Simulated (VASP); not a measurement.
A run of VASP 6.6.1 is set up as follows.

POSCAR

```
Y
1.0
    0.0000000000      2.5538707878      2.5538707878
    2.5538707878      0.0000000000      2.5538707878
    2.5538707878      2.5538707878      0.0000000000
Y
1
Direct
    0.0000000000      0.0000000000      0.0000000000
```

The input INCAR.step1:

```
PREC = Accurate
ENCUT = 520
ISMEAR = -1
SIGMA = 0.1
LREAL = False
LASPH = True
NELM = 150
MAGMOM = 0 0 0
LSORBIT = True
GGA_COMPAT = False
LMAXMIX = 4
NBANDS = 22
GGA = PE
ALGO = Normal
EDIFF = 1E-4
LWAVE = True
LCHARG = False
```

The input INCAR.step2:

```
PREC = Accurate
ENCUT = 520
EDIFF = 1E-6
ISMEAR = -1
SIGMA = 0.1
LREAL = False
LASPH = True
NELM = 150
ALGO = Normal
ISIF = 2
LWAVE = False
LCHARG = True
MAGMOM = 0 0 0
LORBIT = 11
LSORBIT = True
GGA_COMPAT = False
LORBMOM = True
LMAXMIX = 4
METAGGA = R2SCAN
LMIXTAU = True
LVHAR = True
NBANDS = 22
ISTART = 1
```

Contents of KPOINTS:

```
Automatic mesh
0
Gamma
  11 11 11
```

Potentials or basis: VASP PAW PBE potentials, release 64 (Y_sv).

Command:

```sh
$ cat potpaw_PBE.64/Y_sv/POTCAR > POTCAR
$ cp INCAR.step1 INCAR
$ mpirun -np 1 vasp_ncl > vasp.out
$ cp INCAR.step2 INCAR
$ mpirun -np 1 vasp_ncl > vasp.out
```

Problem. Estimate the net moment.

Solution. 0.00 μB per cell.

Problem. Predict the pressure.

Solution. 0.1 GPa.

Moments on the atoms (μB; x, y, z):
```
Y   0.00 0.00 0.00
```

Caveat: the PAW data sets were made with another functional, which shifts forces and pressure a little.
